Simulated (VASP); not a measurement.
# Pt (P6_3/mmc) in VASP: single point with PBEsol

Aim: the single point of Pt with PBEsol.

All numbers are computed with VASP 6.6.1; they aren't measurements. Logs are shortened: lines on timing, memory, paths and dates and some standing lists are left out, and cuts for length are marked.

## 1. The cell of the first run

The structure is hexagonal, space group P6_3/mmc (No. 194). The conventional cell has a = 2.761 Å, b = 2.761 Å, c = 4.792 Å, α = 90.00°, β = 90.00°, γ = 120.00°. Pt (site symmetry -6m2) has 12 Pt at 2.76 to 2.88 Å within 3.6 Å.

This isn't the form of Pt at room conditions, which is fcc.

## 2. Single point, PBEsol

The input, INCAR:

```
SYSTEM = Pt
  PREC = Accurate
  ENCUT = 500
  EDIFF = 1E-6
  ISMEAR = 0
  SIGMA = 0.1
  LREAL = .FALSE.
  LASPH = .TRUE.
  NELM = 120
  ALGO = Normal
  ISIF = 2
  LWAVE = .FALSE.
  LCHARG = .TRUE.
  GGA = PS
  LELF = .TRUE.
  LVHAR = .TRUE.
  NBANDS = 17
  GGA_COMPAT = .FALSE.
```

The input, KPOINTS:

```
Automatic mesh
0
G
  12 12 6
  0 0 0
```

The input, POSCAR:

```
Pt
1.0
    2.7606660000      0.0000000000      0.0000000000
   -1.3803330000      2.3908070000      0.0000000000
    0.0000000000      0.0000000000      4.7921340000
Pt
2
Direct
    0.6666666667      0.3333333333      0.7500000000
    0.3333333333      0.6666666667      0.2500000000
```

Potentials or basis: VASP PAW PBE potentials, release 64 (Pt).

On the command line:

```sh
> cat potpaw_PBE.64/Pt/POTCAR > POTCAR
> mpirun -np 1 vasp_std > vasp.out
```

OUTCAR:

```text
SYSTEM = Pt
   PREC = Accurate
   ENCUT = 500
   EDIFF = 1E-6
   ISMEAR = 0
   LREAL = .FALSE.
   LASPH = .TRUE.
   NELM = 120
   ISIF = 2
   GGA = PS

 ion  position               nearest neighbor table
   1  0.667  0.333  0.750-   2 2.88   2 2.88   2 2.88   2 2.88   2 2.88   2 2.88
   2  0.333  0.667  0.250-   1 2.88   1 2.88   1 2.88   1 2.88   1 2.88   1 2.88

  LATTYP: Found a hexagonal cell.
 ALAT       =     2.7606660000
 C/A-ratio  =     1.7358615638

  Lattice vectors:

 A1 = (   2.7606660000,   0.0000000000,   0.0000000000)
 A2 = (  -1.3803330000,   2.3908070000,   0.0000000000)
 A3 = (   0.0000000000,   0.0000000000,   4.7921340000)

Analysis of symmetry for initial positions (statically):
=====================================================================
 Subroutine PRICEL returns:
 Original cell was already a primitive cell.

 Routine SETGRP: Setting up the symmetry group for a
 hexagonal supercell.

 Subroutine GETGRP returns: Found 24 space group operations
 (whereof 12 operations were pure point group operations)
 out of a pool of 24 trial point group operations.

The static configuration has the point symmetry D_3d.
 The point group associated with its full space group is D_6h.

Analysis of symmetry for dynamics (positions and initial velocities):
=====================================================================
 Subroutine PRICEL returns:
 Original cell was already a primitive cell.

 Routine SETGRP: Setting up the symmetry group for a
 hexagonal supercell.

 Subroutine GETGRP returns: Found 24 space group operations
 (whereof 12 operations were pure point group operations)
 out of a pool of 24 trial point group operations.

The dynamic configuration has the point symmetry D_3d.
 The point group associated with its full space group is D_6h.

 Subroutine INISYM returns: Found 24 space group operations
 (whereof 12 operations are pure point group operations),
 and found     1 'primitive' translations

----------------------------------------------------------------------------------------

                                     Primitive cell

  volume of cell :      31.6291

  direct lattice vectors                    reciprocal lattice vectors
     2.760666000  0.000000000  0.000000000     0.362231433  0.209134405  0.000000000
    -1.380333000  2.390807000  0.000000000     0.000000000  0.418268810  0.000000000
     0.000000000  0.000000000  4.792134000     0.000000000  0.000000000  0.208675300

  length of vectors
     2.760666000  2.760666098  4.792134000     0.418268825  0.418268810  0.208675300

  position of ions in fractional coordinates (direct lattice)
     0.666666667  0.333333333  0.750000000
     0.333333333  0.666666667  0.250000000

  ion indices of the primitive-cell ions
   primitive index   ion index
                 1           1
                 2           2

----------------------------------------------------------------------------------------

 KPOINTS: Automatic mesh

Automatic generation of k-mesh.
 Grid dimensions read from file:
 generate k-points for:   12   12    6

 Generating k-lattice:

  Cartesian coordinates                     Fractional coordinates (reciprocal lattice)
     0.030185953  0.017427867  0.000000000     0.083333333  0.000000000  0.000000000
     0.000000000  0.034855734  0.000000000     0.000000000  0.083333333  0.000000000
     0.000000000  0.000000000  0.034779217     0.000000000  0.000000000  0.166666667

  Length of vectors
     0.034855735  0.034855734  0.034779217

  Shift w.r.t. Gamma in fractional coordinates (k-lattice)
     0.000000000  0.000000000  0.000000000

 Subroutine IBZKPT returns following result:
 ===========================================

 Found     76 irreducible k-points:

 Following reciprocal coordinates:
            Coordinates               Weight
  0.000000  0.000000  0.000000      1.000000
  0.083333  0.000000  0.000000      6.000000
  0.166667  0.000000  0.000000      6.000000
  0.250000  0.000000  0.000000      6.000000
  0.333333  0.000000  0.000000      6.000000
  0.416667 -0.000000  0.000000      6.000000
[... 16 lines left out ...]
  0.250000  0.000000  0.166667     12.000000
  0.333333  0.000000  0.166667     12.000000
 [... further k-points ...]
   k-points           NKPTS =     76   k-points in BZ     NKDIM =     76   number of bands    NBANDS=     17
   number of dos      NEDOS =    301   number of ions     NIONS =      2
   total plane-waves  NPLWV =  14400
   dimension x,y,z NGX =    20 NGY =   20 NGZ =   36
   dimension x,y,z NGXF=    40 NGYF=   40 NGZF=   72
   ions per type =               2
   NGX,Y,Z   is equivalent  to a cutoff of  12.04, 12.04, 12.49 a.u.
   NGXF,Y,Z  is equivalent  to a cutoff of  24.09, 24.09, 24.98 a.u.
 SYSTEM =  Pt
   PREC   = accura    normal or accurate (medium, high low for compatibility)
   ISTART =      0    job   : 0-new  1-cont  2-samecut
   ICHARG =      2    charge: 1-file 2-atom 10-const
   ISPIN  =      1    spin polarized calculation?
   LNONCOLLINEAR =      F non collinear calculations
   LSORBIT =      F    spin-orbit coupling
   LASPH  =      T    aspherical Exc in radial PAW
   ENCUT  =  500.0 eV  36.75 Ry    6.06 a.u.   5.03  5.03  8.74*2*pi/ulx,y,z
   NELM   =    120;   NELMIN=  2; NELMDL= -5     # of ELM steps
   EDIFF  = 0.1E-05   stopping-criterion for ELM
   LREAL  =      F    real-space projection
   EDIFFG = 0.1E-04   stopping-criterion for IOM
   NSW    =      0    number of steps for IOM
   IBRION =     -1    ionic relax: 0-MD 1-quasi-New 2-CG
   NFREE  =      0    steps in history (QN), initial steepest desc. (CG)
   ISIF   =      2    stress and relaxation
   ISYM   =      2    0-nonsym 1-usesym 2-fastsym
   POTIM  = 0.5000    time-step for ionic-motion
   TEBEG  =    0.0;   TEEND  =   0.0 temperature during run
   PSTRESS=    0.0 pullay stress
   NELECT =      20.0000    total number of electrons
   NUPDOWN=      -1.0000    fix difference up-down
   EMIN   =  10.00;   EMAX   =-10.00  energy-range for DOS
   EFERMI =   0.00;   METHOD = LEGACY
   ISMEAR =     0;   SIGMA  =   0.10  broadening in eV -4-tet -1-fermi 0-gaus
   EFERMI_NEDOS =   21; number of points for ismear=-14 and -15
   IALGO  =     38    algorithm
   IMIX   =      4    mixing-type and parameters
     AMIX     =   0.40;   BMIX     =  1.00
     AMIX_MAG =   1.60;   BMIX_MAG =  1.00
  volume/ion in A,a.u.               =      15.81       106.72
  Fermi-wavevector in a.u.,A,eV,Ry     =   1.405149  2.655347 26.863938  1.974444
  Thomas-Fermi vector in A             =   2.527639
   LORBIT       =      0    0 simple, 1 ext, 2 COOP (PROOUT), +10 PAW based schemes
   GGA     = PS    functional components
   LHFCALC =     F    Hartree Fock is set to
   AEXX    =    0.0000 exact exchange contribution
   IVDW    =     0    specifies the selected vdW correction
   LEPSILON=     F    determine dielectric tensor
   LRPA    =     F    only Hartree local field effects (RPA)
 non-spin polarized calculation
 Gauss-broadening in eV      SIGMA  =   0.10
  energy-cutoff  :      500.00
  volume of cell :       31.63
 maximum number of plane-waves:       825
   NGX = 11   NGY = 11   NGZ = 17

 number of electron      19.9999999 magnetization

 Free energy of the ion-electron system (eV)
  ---------------------------------------------------
  ext. energy  EPLUGINS =         0.00000000
  ---------------------------------------------------
  free energy    TOTEN  =       -13.75331684 eV

  energy without entropy =      -13.72971087  energy(sigma->0) =      -13.74151386

 E-fermi :  10.1623     XC(G=0): -13.3436

 val. band max:       10.1529894443   @ k =   0.2500   0.2500   0.0000
 cond. band min:      10.1627886791   @ k =   0.2500   0.0000   0.0000
 fundamental gap:      0.0097992348
 Fermi energy:        10.1623386718

 k-point     1 :       0.0000    0.0000    0.0000
  band No.  band energies     occupation
      1       0.4301      2.00000
      2       3.0960      2.00000
      3       6.2380      2.00000
      4       6.7586      2.00000
      5       6.7586      2.00000
      6       7.1234      2.00000
[... 9 lines left out ...]
     16      27.4481      0.00000
     17      31.1870      0.00000

 k-point     2 :       0.0833    0.0000    0.0000
  band No.  band energies     occupation
      1       0.6808      2.00000
      2       3.3262      2.00000
      3       6.2079      2.00000
      4       6.7530      2.00000
      5       6.9507      2.00000
      6       7.0070      2.00000
[... 9 lines left out ...]
     16      27.7252      0.00000
     17      29.8634      0.00000

 k-point     3 :       0.1667    0.0000    0.0000
  band No.  band energies     occupation
      1       1.3892      2.00000
      2       3.9083      2.00000
      3       6.0054      2.00000
      4       6.6092      2.00000
      5       6.8570      2.00000
      6       7.1391      2.00000
[... 9 lines left out ...]
     16      27.7623      0.00000
     17      28.0649      0.00000

 k-point     4 :       0.2500    0.0000    0.0000
  band No.  band energies     occupation
      1       2.3896      2.00000
      2       4.3336      2.00000
      3       5.8574      2.00000
      4       6.0672      2.00000
      5       6.3489      2.00000
      6       7.5834      2.00000
[... 9 lines left out ...]
     16      26.2567      0.00000
     17      28.5308      0.00000
[... 343 lines left out ...]
      1       1.6065      2.00000
      2       3.8995      2.00000
      3       6.0565      2.00000
      4       6.3196      2.00000
      5       6.5630      2.00000
      6       7.1880      2.00000
[... 9 lines left out ...]
     16      27.5906      0.00000
     17      28.2588      0.00000

 k-point    23 :       0.2500    0.0000    0.1667
  band No.  band energies     occupation
      1       2.5565      2.00000
      2       4.3669      2.00000
      3       5.6450      2.00000
      4       6.1315      2.00000
      5       6.2286      2.00000
      6       7.3503      2.00000
[... 9 lines left out ...]
     16      26.3822      0.00000
     17      27.4468      0.00000

 k-point    24 :       0.3333    0.0000    0.1667
  band No.  band energies     occupation
      1       3.3275      2.00000
      2       4.2190      2.00000
      3       5.1770      2.00000
      4       5.8879      2.00000
      5       6.9176      2.00000
      6       7.4745      2.00000
[... 9 lines left out ...]
     16      24.5794      0.00000
     17      25.9082      0.00000

 [... further k-points ...]

------------------------ aborting loop because EDIFF is reached ----------------------------------------

  FORCE on cell =-STRESS in cart. coord.  units (eV):
  Direction    XX          YY          ZZ          XY          YZ          ZX
  --------------------------------------------------------------------------------------
  -------------------------------------------------------------------------------------
  Total       -2.2290633     -2.2290635     -2.1690487      0.0000000      0.0000000      0.0000000
  in kB     -112.9134415   -112.9134522   -109.8733968      0.0000000      0.0000000      0.0000000
  external PRESSURE =    -111.9000968 kB  Pullay stress =       0.0000000 kB

 VOLUME and BASIS-vectors are now :
 -----------------------------------------------------------------------------
  energy-cutoff  :      500.00
  volume of cell :       31.63
      direct lattice vectors                 reciprocal lattice vectors
     2.760666000  0.000000000  0.000000000     0.362231433  0.209134405  0.000000000
    -1.380333000  2.390807000  0.000000000     0.000000000  0.418268810  0.000000000
     0.000000000  0.000000000  4.792134000     0.000000000  0.000000000  0.208675300

 POSITION                                       TOTAL-FORCE (eV/Angst)
 -----------------------------------------------------------------------------------
      1.38033      0.79694      3.59410        -0.000000      0.000000      0.000000
     -0.00000      1.59387      1.19803         0.000000     -0.000000      0.000000
 -----------------------------------------------------------------------------------
    total drift:                               -0.000000      0.000000     -0.000000

  FREE ENERGIE OF THE ION-ELECTRON SYSTEM (eV)
  ---------------------------------------------------
  free  energy   TOTEN  =       -13.7533168434 eV

  energy  without entropy=      -13.7297108689  energy(sigma->0) =      -13.74151386
```

It took 25 s on 1 thread of Intel Xeon 8259CL, shared host; peak memory 0.16 GiB.

What came out:

* Free energy: -13.7533 eV
* Pressure: -11.2 GPa
* Band gap on the k mesh: zero (bands 10 and 11 overlap by 1.28 eV)

Levels at points of the mesh, in eV from the Fermi level:
| k point | band 8 | band 9 | band 10 | band 11 | band 12 | band 13 |
| --- | --- | --- | --- | --- | --- | --- |
| (0.00, 0.00, 0.00) | -1.77 | -1.77 | -0.76 | -0.19 | -0.19 | 4.65 |
| (0.50, 0.00, 0.00) | 0.03 | 0.31 | 0.51 | 2.25 | 3.72 | 7.22 |
| (0.00, 0.00, 0.50) | -3.40 | -0.77 | -0.77 | -0.77 | -0.77 | 11.87 |
| (0.50, 0.00, 0.50) | -0.85 | 0.42 | 0.42 | 1.68 | 1.68 | 6.43 |

Caveat: the cell stands under tension; the PAW data sets were made with another functional, which shifts forces and pressure a little; spin-orbit coupling is left out, which moves the levels of the heavy elements.
